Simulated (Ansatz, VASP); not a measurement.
# K in VASP and in Ansatz

```
CELL_PARAMETERS angstrom
-2.55067 2.55067 2.55067
2.55067 -2.55067 2.55067
2.55067 2.55067 -2.55067
ATOMIC_POSITIONS crystal
K 0.00000 0.00000 0.00000
```

Alike in both runs: task single point; functional BLYP; k mesh 14 × 14 × 14; occupations fermi-dirac, width 0.1 eV; no spin polarisation.

|  | VASP | Ansatz |
| --- | --- | --- |
| version | VASP 6.6.1 | Ansatz 0.2.0 |
| potentials or method | VASP PAW PBE potentials, release 64 (K_sv), cutoff 520 eV | plane waves (420 eV) with PAW, scalar-relativistic |
| valence electrons in the cell | 9 | 9 |

```tsv
	VASP	Ansatz	Ansatz less VASP
pressure (GPa)	0.5	0.5	+0.01
```

VASP's potentials were made for PBE, not for BLYP.
